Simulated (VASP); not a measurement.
# Mn (Im-3m) in VASP: single point with PBE

Aim: the single point of Mn with PBE.

Everything below comes from runs of VASP 6.6.1. Logs are shortened: lines on timing, memory, paths and dates and some standing lists are left out, and cuts for length are marked.

## (1) The cell of the first run

Symmetry: Im-3m, No. 229, cubic system. The conventional cell has a = 2.900 Å, b = 2.900 Å, c = 2.900 Å, α = 90.00°, β = 90.00°, γ = 90.00°. Within 3.3 Å of Mn (site symmetry m-3m) lie 14 Mn at 2.51 to 2.90 Å.

This isn't the form of Mn at room conditions, which is a 58-atom cubic cell.

## (2) Single point, PBE, collinear spin, antiferromagnetic start

The input, INCAR:

```
  PREC = Accurate
  ENCUT = 500
  EDIFF = 1E-6
  ISMEAR = -1
  SIGMA = 0.05
  LREAL = False
  LASPH = True
  NELM = 200
  ALGO = Normal
  ISIF = 2
  LWAVE = False
  LCHARG = False
  ISPIN = 2
  MAGMOM = 3 -3
  LORBIT = 11
  LMAXMIX = 4
  GGA = PE
  NBANDS = 24
  GGA_COMPAT = False
```

The input, KPOINTS:

```
Automatic mesh
0
Gamma
  6 6 6
```

The input, POSCAR:

```
Mn
1.0
    2.9000000000      0.0000000000      0.0000000000
    0.0000000000      2.9000000000      0.0000000000
    0.0000000000      0.0000000000      2.9000000000
Mn
2
Direct
    0.0000000000      0.0000000000      0.0000000000
    0.5000000000      0.5000000000      0.5000000000
```

Potentials or basis: VASP PAW PBE potentials, release 64 (Mn_pv).

Launch:

```bash
$ cat potpaw_PBE.64/Mn_pv/POTCAR > POTCAR
$ mpirun -np 1 vasp_std > vasp.out
```

OUTCAR:

```text
PREC = Accurate
   ENCUT = 500
   EDIFF = 1E-6
   ISMEAR = -1
   LREAL = False
   LASPH = True
   NELM = 200
   ISIF = 2
   ISPIN = 2
   LORBIT = 11
   GGA = PE

 ion  position               nearest neighbor table
   1  0.000  0.000  0.000-   2 2.51   2 2.51   2 2.51   2 2.51   2 2.51   2 2.51   2 2.51   2 2.51

   2  0.500  0.500  0.500-   1 2.51   1 2.51   1 2.51   1 2.51   1 2.51   1 2.51   1 2.51   1 2.51

  LATTYP: Found a simple cubic cell.
 ALAT       =     2.9000000000

  Lattice vectors:

 A1 = (   2.9000000000,   0.0000000000,   0.0000000000)
 A2 = (   0.0000000000,   2.9000000000,   0.0000000000)
 A3 = (   0.0000000000,   0.0000000000,   2.9000000000)

Analysis of symmetry for initial positions (statically):
=====================================================================
 Subroutine PRICEL returns following result:

  LATTYP: Found a body centered cubic cell.
 ALAT       =     2.9000000000

  Lattice vectors:

 A1 = (   1.4500000000,   1.4500000000,  -1.4500000000)
 A2 = (  -1.4500000000,   1.4500000000,   1.4500000000)
 A3 = (   1.4500000000,  -1.4500000000,   1.4500000000)

   2 primitive cells build up your supercell.

 Routine SETGRP: Setting up the symmetry group for a
 simple cubic supercell.

 Subroutine GETGRP returns: Found 48 space group operations
 (whereof 48 operations were pure point group operations)
 out of a pool of 48 trial point group operations.

The static configuration has the point symmetry O_h .

Analysis of symmetry for dynamics (positions and initial velocities):
=====================================================================
 Subroutine PRICEL returns following result:

  LATTYP: Found a body centered cubic cell.
 ALAT       =     2.9000000000

  Lattice vectors:

 A1 = (   1.4500000000,   1.4500000000,  -1.4500000000)
 A2 = (  -1.4500000000,   1.4500000000,   1.4500000000)
 A3 = (   1.4500000000,  -1.4500000000,   1.4500000000)

   2 primitive cells build up your supercell.

 Routine SETGRP: Setting up the symmetry group for a
 simple cubic supercell.

 Subroutine GETGRP returns: Found 48 space group operations
 (whereof 48 operations were pure point group operations)
 out of a pool of 48 trial point group operations.

The dynamic configuration has the point symmetry O_h .

Analysis of structural, dynamic, and magnetic symmetry:
=====================================================================
 Subroutine PRICEL returns following result:

  LATTYP: Found a body centered cubic cell.
 ALAT       =     2.9000000000

  Lattice vectors:

 A1 = (   1.4500000000,   1.4500000000,  -1.4500000000)
 A2 = (  -1.4500000000,   1.4500000000,   1.4500000000)
 A3 = (   1.4500000000,  -1.4500000000,   1.4500000000)

   2 primitive cells build up your supercell.

 Routine SETGRP: Setting up the symmetry group for a
 simple cubic supercell.

 Subroutine GETGRP returns: Found 48 space group operations
 (whereof 48 operations were pure point group operations)
 out of a pool of 48 trial point group operations.

The overall configuration has the point symmetry O_h .

 Subroutine INISYM returns: Found 48 space group operations
 (whereof 48 operations are pure point group operations),
 and found     2 'primitive' translations

----------------------------------------------------------------------------------------

                                     Primitive cell

  volume of cell :      12.1945

  direct lattice vectors                    reciprocal lattice vectors
     1.450000000  1.450000000 -1.450000000     0.344827586  0.344827586  0.000000000
    -1.450000000  1.450000000  1.450000000    -0.000000000  0.344827586  0.344827586
     1.450000000 -1.450000000  1.450000000     0.344827586  0.000000000  0.344827586

  length of vectors
     2.511473671  2.511473671  2.511473671     0.487659849  0.487659849  0.487659849

  position of ions in fractional coordinates (direct lattice)
     0.000000000  0.000000000  0.000000000

  ion indices of the primitive-cell ions
   primitive index   ion index
                 1           1

----------------------------------------------------------------------------------------

 KPOINTS: Automatic mesh

Automatic generation of k-mesh.
 Grid dimensions read from file:
 generate k-points for:    6    6    6

 Generating k-lattice:

  Cartesian coordinates                     Fractional coordinates (reciprocal lattice)
     0.057471264  0.000000000  0.000000000     0.166666667  0.000000000  0.000000000
     0.000000000  0.057471264  0.000000000     0.000000000  0.166666667  0.000000000
     0.000000000  0.000000000  0.057471264     0.000000000  0.000000000  0.166666667

  Length of vectors
     0.057471264  0.057471264  0.057471264

  Shift w.r.t. Gamma in fractional coordinates (k-lattice)
     0.000000000  0.000000000  0.000000000

 Subroutine IBZKPT returns following result:
 ===========================================

 Found     20 irreducible k-points:

 Following reciprocal coordinates:
            Coordinates               Weight
  0.000000  0.000000  0.000000      1.000000
  0.166667  0.000000  0.000000      6.000000
  0.333333  0.000000  0.000000      6.000000
  0.500000  0.000000  0.000000      3.000000
  0.166667  0.166667  0.000000     12.000000
  0.333333  0.166667  0.000000     24.000000
[... 12 lines left out ...]
  0.500000  0.500000  0.333333      6.000000
  0.500000  0.500000  0.500000      1.000000
   k-points           NKPTS =     20   k-points in BZ     NKDIM =     20   number of bands    NBANDS=     24
   number of dos      NEDOS =    301   number of ions     NIONS =      2
   total plane-waves  NPLWV =  13824
   dimension x,y,z NGX =    24 NGY =   24 NGZ =   24
   dimension x,y,z NGXF=    48 NGYF=   48 NGZF=   48
   ions per type =               2
   NGX,Y,Z   is equivalent  to a cutoff of  13.76, 13.76, 13.76 a.u.
   NGXF,Y,Z  is equivalent  to a cutoff of  27.52, 27.52, 27.52 a.u.
 SYSTEM =  unknown system
   PREC   = accura    normal or accurate (medium, high low for compatibility)
   ISTART =      0    job   : 0-new  1-cont  2-samecut
   ICHARG =      2    charge: 1-file 2-atom 10-const
   ISPIN  =      2    spin polarized calculation?
   LNONCOLLINEAR =      F non collinear calculations
   LSORBIT =      F    spin-orbit coupling
   LASPH  =      T    aspherical Exc in radial PAW
   ENCUT  =  500.0 eV  36.75 Ry    6.06 a.u.   5.29  5.29  5.29*2*pi/ulx,y,z
   NELM   =    200;   NELMIN=  2; NELMDL= -5     # of ELM steps
   EDIFF  = 0.1E-05   stopping-criterion for ELM
   LREAL  =      F    real-space projection
   EDIFFG = 0.1E-04   stopping-criterion for IOM
   NSW    =      0    number of steps for IOM
   IBRION =     -1    ionic relax: 0-MD 1-quasi-New 2-CG
   NFREE  =      0    steps in history (QN), initial steepest desc. (CG)
   ISIF   =      2    stress and relaxation
   ISYM   =      2    0-nonsym 1-usesym 2-fastsym
   POTIM  = 0.5000    time-step for ionic-motion
   TEBEG  =    0.0;   TEEND  =   0.0 temperature during run
   PSTRESS=    0.0 pullay stress
   NELECT =      26.0000    total number of electrons
   NUPDOWN=      -1.0000    fix difference up-down
   EMIN   =  10.00;   EMAX   =-10.00  energy-range for DOS
   EFERMI =   0.00;   METHOD = LEGACY
   ISMEAR =    -1;   SIGMA  =   0.05  broadening in eV -4-tet -1-fermi 0-gaus
   EFERMI_NEDOS =   21; number of points for ismear=-14 and -15
   IALGO  =     38    algorithm
   IMIX   =      4    mixing-type and parameters
     AMIX     =   0.40;   BMIX     =  1.00
     AMIX_MAG =   1.60;   BMIX_MAG =  1.00
  volume/ion in A,a.u.               =      12.19        82.29
  Fermi-wavevector in a.u.,A,eV,Ry     =   1.672379  3.160337 38.053459  2.796850
  Thomas-Fermi vector in A             =   2.757536
   LORBIT       =     11    0 simple, 1 ext, 2 COOP (PROOUT), +10 PAW based schemes
   GGA     = PE    functional components
   LHFCALC =     F    Hartree Fock is set to
   AEXX    =    0.0000 exact exchange contribution
   IVDW    =     0    specifies the selected vdW correction
   LEPSILON=     F    determine dielectric tensor
   LRPA    =     F    only Hartree local field effects (RPA)
 spin polarized calculation
  energy-cutoff  :      500.00
  volume of cell :       24.39
 maximum number of plane-waves:       632
 NGX is ok and might be reduce to    24
   NGX = 11   NGY = 11   NGZ = 11

 number of electron      25.9999980 magnetization       0.0000000

 number of electron      25.9999980 magnetization      -0.0000000

 Free energy of the ion-electron system (eV)
  ---------------------------------------------------
  ext. energy  EPLUGINS =         0.00000000
  ---------------------------------------------------
  free energy    TOTEN  =       -17.56900108 eV

  energy without entropy =      -17.52463143  energy(sigma->0) =      -17.54681626

 E-fermi :   9.5486     XC(G=0): -13.2124

 val. band max:        9.4856557528   @ k =   0.5000   0.0000   0.0000
 cond. band min:       9.5573770490   @ k =   0.3333   0.1667   0.0000
 fundamental gap:      0.0717212962
 Fermi energy:         9.5486107117

 spin component 1

 k-point     1 :       0.0000    0.0000    0.0000
  band No.  band energies     occupation
      1     -39.8949      1.00000
      2     -39.8949      1.00000
      3     -39.8949      1.00000
      4     -37.3727      1.00000
      5     -37.3727      1.00000
      6     -37.3727      1.00000
[... 16 lines left out ...]
     23      29.9670      0.00000
     24      31.7653      0.00000

 k-point     2 :       0.1667    0.0000    0.0000
  band No.  band energies     occupation
      1     -39.9123      1.00000
      2     -39.8903      1.00000
      3     -39.8903      1.00000
      4     -37.3990      1.00000
      5     -37.3745      1.00000
      6     -37.3745      1.00000
[... 16 lines left out ...]
     23      29.9646      0.00000
     24      31.6569      0.00000
[... 457 lines left out ...]
     23      21.6515      0.00000
     24      22.5774      0.00000

 k-point    20 :       0.5000    0.5000    0.5000
  band No.  band energies     occupation
      1     -39.9485      1.00000
      2     -39.9485      1.00000
      3     -39.9485      1.00000
      4     -37.4591      1.00000
      5     -37.4591      1.00000
      6     -37.4591      1.00000
[... 16 lines left out ...]
     23      19.4575      0.00000
     24      20.6003      0.00000
 Fermi energy:         9.5486107117

 spin component 2

 k-point     1 :       0.0000    0.0000    0.0000
  band No.  band energies     occupation
      1     -39.8949      1.00000
      2     -39.8949      1.00000
      3     -39.8949      1.00000
      4     -37.3727      1.00000
      5     -37.3727      1.00000
      6     -37.3727      1.00000
[... 16 lines left out ...]
     23      29.9670      0.00000
     24      31.7653      0.00000

 k-point     2 :       0.1667    0.0000    0.0000
  band No.  band energies     occupation
      1     -39.9123      1.00000
      2     -39.8903      1.00000
      3     -39.8903      1.00000
      4     -37.3990      1.00000
      5     -37.3745      1.00000
      6     -37.3745      1.00000
[... 16 lines left out ...]
     23      29.9646      0.00000
     24      31.6569      0.00000
[... 457 lines left out ...]
     23      21.6515      0.00000
     24      22.5774      0.00000

 k-point    20 :       0.5000    0.5000    0.5000
  band No.  band energies     occupation
      1     -39.9485      1.00000
      2     -39.9485      1.00000
      3     -39.9485      1.00000
      4     -37.4591      1.00000
      5     -37.4591      1.00000
      6     -37.4591      1.00000
[... 16 lines left out ...]
     23      19.4575      0.00000
     24      20.6003      0.00000

------------------------ aborting loop because EDIFF is reached ----------------------------------------

  FORCE on cell =-STRESS in cart. coord.  units (eV):
  Direction    XX          YY          ZZ          XY          YZ          ZX
  --------------------------------------------------------------------------------------
  -------------------------------------------------------------------------------------
  Total       -0.1197347     -0.1197347     -0.1197347     -0.0000000     -0.0000000      0.0000000
  in kB       -7.8656850     -7.8656850     -7.8656850     -0.0000000     -0.0000000      0.0000000
  external PRESSURE =      -7.8656850 kB  Pullay stress =       0.0000000 kB

 VOLUME and BASIS-vectors are now :
 -----------------------------------------------------------------------------
  energy-cutoff  :      500.00
  volume of cell :       24.39
      direct lattice vectors                 reciprocal lattice vectors
     2.900000000  0.000000000  0.000000000     0.344827586  0.000000000  0.000000000
     0.000000000  2.900000000  0.000000000     0.000000000  0.344827586  0.000000000
     0.000000000  0.000000000  2.900000000     0.000000000  0.000000000  0.344827586

 POSITION                                       TOTAL-FORCE (eV/Angst)
 -----------------------------------------------------------------------------------
      0.00000      0.00000      0.00000         0.000000      0.000000      0.000000
      1.45000      1.45000      1.45000        -0.000000     -0.000000     -0.000000
 -----------------------------------------------------------------------------------
    total drift:                                0.000000      0.000000     -0.000000

  FREE ENERGIE OF THE ION-ELECTRON SYSTEM (eV)
  ---------------------------------------------------
  free  energy   TOTEN  =       -17.5690010812 eV

  energy  without entropy=      -17.5246314331  energy(sigma->0) =      -17.54681626

 total charge

# of ion       s       p       d       tot
------------------------------------------
    1        0.389   6.331   5.052  11.771
    2        0.389   6.331   5.052  11.771
--------------------------------------------------
tot          0.778  12.661  10.103  23.543

 magnetization (x)

# of ion       s       p       d       tot
------------------------------------------
    1        0.033   0.027   2.322   2.383
    2       -0.033  -0.027  -2.322  -2.383
--------------------------------------------------
tot          0.000   0.000   0.000   0.000
```

Run time: 24 s. Hardware: 1 thread of AMD EPYC 7R43 (Zen 3), shared host; peak memory 0.11 GiB.

What came out:

- Free energy: -17.5690 eV
- Pressure: -0.8 GPa
- Band gap on the k mesh: zero (filled and empty bands overlap)
- Net moment: 0.00 μB per cell
- Site moments: Mn +2.38, -2.38 μB
- Valence electrons inside the program's atomic spheres: Mn 11.77

Caveat: the k points lie up to 0.36 Å⁻¹ apart, too coarse for converged energies and pressures of a metal.
